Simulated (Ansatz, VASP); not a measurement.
# Nb in VASP and in Ansatz

```xyz
1
Lattice="-1.6543 1.6543 1.6543 1.6543 -1.6543 1.6543 1.6543 1.6543 -1.6543" Properties=species:S:1:pos:R:3 pbc="T T T"
Nb    0.0000    0.0000    0.0000
```

Alike in both runs: functional PBE; k mesh 16 × 16 × 16; occupations methfessel-paxton of order 1, width 0.1 eV; no spin polarisation.

Ansatz relaxed the structure, and its values are those at the end. VASP's run is a single point on that final structure, the one shown.

|  | VASP | Ansatz |
| --- | --- | --- |
| version | VASP 6.6.1 | Ansatz 0.2.0 |
| potentials or method | VASP PAW PBE potentials, release 64 (Nb_sv), cutoff 520 eV | plane-wave PAW DFT |
| valence electrons in the cell | 13 | 13 |

VASP gave:

```
pressure (GPa) : -0.4
```

Question: Estimate Ansatz's values.

Answer: Pressure (GPa): 0.0.
